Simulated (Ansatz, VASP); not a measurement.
Two plane-wave programs on Si

INCAR

```
SYSTEM = Si
PREC     = Accurate       ! precision mode
ENCUT    = 520            ! plane-wave cutoff, eV
EDIFF    = 1E-6           ! SCF threshold, eV
ISMEAR   = 0              ! smearing method
SIGMA    = 0.03           ! smearing width, eV
LREAL    = .False.        ! projectors in reciprocal space
LASPH    = .True.         ! aspherical terms in the spheres
NELM     = 80             ! most SCF steps
ALGO     = Normal         ! electronic algorithm
ISIF     = 2              ! what is computed and relaxed
LWAVE    = .False.        ! write WAVECAR
LCHARG   = .False.        ! write CHGCAR
NBANDS   = 16             ! bands
```

The input KPOINTS:

```
regular mesh
0
Gamma
  10 10 10
  0 0 0
```

POSCAR

```
Si
1.0
   -3.2256809613      3.2256809613      1.8935498751
    3.2256809613     -3.2256809613      1.8935498751
    3.2256809613      3.2256809613     -1.8935498751
Si
4
Direct
    0.1788010600      0.1788010600      0.3576021200
    0.8211989400      0.8211989400      0.6423978800
    0.1788010600      0.8211989400      0.0000000000
    0.8211989400      0.1788010600      0.0000000000
```

Input for Ansatz:

```yaml
crystal:
  lattice:
    - [-3.2256809613, 3.2256809613, 1.8935498751]
    - [3.2256809613, -3.2256809613, 1.8935498751]
    - [3.2256809613, 3.2256809613, -1.8935498751]
  atoms:
    - { symbol: Si, position: [0.17880106, 0.17880106, 0.35760212] }
    - { symbol: Si, position: [0.82119894, 0.82119894, 0.64239788] }
    - { symbol: Si, position: [0.17880106, 0.82119894, 0.0] }
    - { symbol: Si, position: [0.82119894, 0.17880106, 0.0] }
basis:
  ecutwfc: 420
kpoints:
  mp_grid: { grid: [10, 10, 10] }
hamiltonian:
  xc: lda
scf:
  occupations: { method: gaussian, width: 0.03 }
output:
  forces: true
  stress: true
  eigenvalues: true
```

Change from the starting cell: strain -0.030 along x and y, -0.015 along z, atoms carried along.

Alike in both runs: task single point; functional LDA; k mesh 10 × 10 × 10; occupations gaussian, width 0.03 eV; no spin polarisation.

```csv
,VASP,Ansatz
version,VASP 6.6.1,Ansatz 0.2.0
potentials or method,"VASP PAW LDA potentials, release 64 (Si), cutoff 520 eV","scalar-relativistic, plane waves, PAW"
valence electrons in the cell,16,16
```

|  | VASP | Ansatz | Ansatz less VASP |
| --- | --- | --- | --- |
| gap on the k mesh at the Fermi level (eV) | none | none | - |
| pressure (GPa) | 5.4 | 5.4 | -0.06 |
| traceless stress, the component that is largest in VASP (GPa) | -2.05 | -2.02 | +0.023 |
| rms of the force components (eV/Å) | 0.181 | 0.179 | -0.0022 |

LDA's correlation is that of Perdew and Zunger in VASP and of Perdew and Wang (1992) in Ansatz. Atom by atom the forces differ by 0.002 eV/Å (rms over components). A gap of «none» marks a metal or a gap that the smearing closes.
